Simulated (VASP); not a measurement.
Wanted: the native input for a VASP 6.6.1 run.

| Property | Result |
| --- | --- |
| Task | single point |
| Functional | PBE |
| Potentials or basis | VASP PAW PBE potentials, release 64 (Be, Se) |
| Cutoff | 520 eV |
| k mesh | 6 × 6 × 2 |
| Occupations | gaussian, width 0.2 eV |
| Spin | no spin polarisation |
| Dipole correction | no |
| Further INCAR settings | ALGO = Normal; EDIFF = 1e-07; NBANDS = 25 |

The structure of Be4Se lies in POSCAR:

```
Be4Se
1.0
    3.6330995767     -0.0775645321      0.6931833166
   -0.0790762732      3.6338797899      0.6940773967
    1.7351839301      1.7339042948     10.6955566519
Be Se
8 2
Direct
    0.2561919558     -0.0448929581      0.3942958098
    0.2538296016     -0.0435798072      0.8944374741
    0.6547150718     -0.1376508987      0.4949967236
    0.6541753740     -0.1520762935      0.9950903561
    0.0436593642      0.7445269899      0.1056883451
    0.0445437152      0.7445941334      0.6054873896
    0.1354030322      0.3459659808      0.0051041614
    0.1571003548      0.3444595207      0.5050147407
   -0.0992734908      0.0993832274      0.2499520600
    0.8996550210      0.0992701053      0.7499329396
```

The input as run:

INCAR

```
SYSTEM = Be4Se
  PREC = Accurate
  ENCUT = 520
  EDIFF = 1E-7
  ISMEAR = 0
  SIGMA = 0.2
  LREAL = .FALSE.
  LASPH = .TRUE.
  NELM = 60
  ALGO = Normal
  ISIF = 2
  LWAVE = .FALSE.
  LCHARG = .FALSE.
  GGA = PE
  NBANDS = 25
```

KPOINTS

```
regular mesh
0
G
  6 6 2
  0 0 0
```

Potentials or basis: VASP PAW PBE potentials, release 64 (Be, Se).

The run is started by

```bash
$ cat potpaw_PBE.64/Be/POTCAR potpaw_PBE.64/Se/POTCAR > POTCAR
$ mpirun -np 1 vasp_std > vasp.out
```

It gave:

```json
{
  "Pressure": "0.1 GPa",
  "Largest force": "0.015 eV/Å",
  "Band gap on the k mesh": "zero (band 14 reaches 5.18 eV, above the bottom of band 15 at 3.00 eV)"
}
```

It took 2.4 min on 1 thread of Intel Xeon 6975P-C (shared host), peak memory 0.3 GiB.
